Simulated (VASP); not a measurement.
Set up this calculation in VASP 6.6.1, as the native input.

```
Task                   : single point
Functional             : PBE
Potentials or basis    : VASP PAW PBE potentials, release 64 (Al, N)
Cutoff                 : 520 eV
k mesh                 : 9 × 9 × 6
Occupations            : gaussian, width 0.05 eV
Spin                   : no spin polarisation
Dipole correction      : no
Further INCAR settings : ALGO = Normal; EDIFF = 1e-07; NBANDS = 16
```

The structure of AlN lies in POSCAR:

```
AlN
1.0
    3.0986000000      0.0000000000      0.0000000000
   -1.5493000000      2.6834663162      0.0000000000
    0.0000000000      0.0000000000      4.6156000000
Al N
2 2
Direct
    0.3333333333      0.6666666667     -0.0084324679
    0.6666666667      0.3333333333      0.4915675321
    0.3333333333      0.6666666667      0.3934324679
    0.6666666667      0.3333333333      0.8934324679
```

The input as run:

INCAR

```
SYSTEM = AlN
ALGO     = Normal         ! electronic algorithm
EDIFF    = 1E-7           ! SCF threshold, eV
ENCUT    = 520            ! plane-wave cutoff, eV
GGA      = PE             ! functional
ISIF     = 2              ! what is computed and relaxed
ISMEAR   = 0              ! smearing method
LASPH    = .TRUE.         ! aspherical terms in the spheres
LCHARG   = .FALSE.        ! write CHGCAR
LREAL    = .FALSE.        ! projectors in reciprocal space
LWAVE    = .FALSE.        ! write WAVECAR
NBANDS   = 16             ! bands
NELM     = 80             ! most SCF steps
PREC     = Accurate       ! precision mode
SIGMA    = 0.05           ! smearing width, eV
```

KPOINTS

```
k-points
0
G
  9 9 6
  0 0 0
```

Potentials or basis: VASP PAW PBE potentials, release 64 (Al, N).

The run is started by

```console
$ cat potpaw_PBE.64/Al/POTCAR potpaw_PBE.64/N/POTCAR > POTCAR
$ mpirun -np 1 vasp_std > vasp.out
```

It gave:

```json
{"Pressure": "22.1 GPa", "Band gap on the k mesh": "4.43 eV, direct"}
```

Run time: 9.2 s on 1 thread of Intel(R) Xeon(R) 6975P-C (Granite Rapids), with other jobs on the host, peak memory 0.15 GiB.
